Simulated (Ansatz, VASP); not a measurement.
# One calculation of BAs, two programs

The input INCAR:

```
PREC     = Accurate       # precision mode
ENCUT    = 520            # plane-wave cutoff, eV
EDIFF    = 1E-6           # SCF threshold, eV
ISMEAR   = 0              # smearing method
SIGMA    = 0.016          # smearing width, eV
LREAL    = F              # projectors in reciprocal space
LASPH    = T              # aspherical terms in the spheres
NELM     = 80             # most SCF steps
ALGO     = Normal         # electronic algorithm
ISIF     = 2              # what is computed and relaxed
LWAVE    = F              # write WAVECAR
LCHARG   = F              # write CHGCAR
GGA      = PE             # functional
NBANDS   = 11             # bands
```

File KPOINTS:

```
regular mesh
0
Gamma
  10 10 10
```

The input POSCAR:

```
BAs
1.0
    0.0000000000      2.3885000000      2.3885000000
    2.3885000000      0.0000000000      2.3885000000
    2.3885000000      2.3885000000      0.0000000000
As B
1 1
Direct
    0.7500000000      0.7500000000      0.7500000000
    0.0000000000      0.0000000000      0.0000000000
```

Contents of input.yaml:

```yaml
crystal:
  lattice:
    - [0.0, 2.3885, 2.3885]
    - [2.3885, 0.0, 2.3885]
    - [2.3885, 2.3885, 0.0]
  atoms:
    - { symbol: As, position: [0.75, 0.75, 0.75] }
    - { symbol: B, position: [0.0, 0.0, 0.0] }
kpoints:
  mp_grid: { grid: [10, 10, 10] }
scf:
  occupations: { method: gaussian, width: 0.016 }
hamiltonian:
  xc: pbe
  pseudopotentials: { kind: all_electron, lapw: { basis_error: 0.001 } }
output:
  forces: true
  stress: true
  eigenvalues: true
```

Alike in both runs: task single point; functional PBE; k mesh 10 × 10 × 10; occupations gaussian, width 0.016 eV; no spin polarisation.

|  | VASP | Ansatz |
| --- | --- | --- |
| version | VASP 6.6.1 | Ansatz 0.2.0 |
| potentials or method | VASP PAW PBE potentials, release 64 (As, B), cutoff 520 eV | all-electron LAPW, scalar-relativistic |

|  | VASP | Ansatz | Ansatz less VASP |
| --- | --- | --- | --- |
| gap on the k mesh at the Fermi level (eV) | 1.18 | 1.19 | +0.011 |
| least direct gap on the mesh (eV) | 3.28 | 3.28 | +0.008 |
| pressure (GPa) | 3.4 | 2.7 | -0.69 |

Ansatz ran all-electron here, and VASP with PAW potentials.
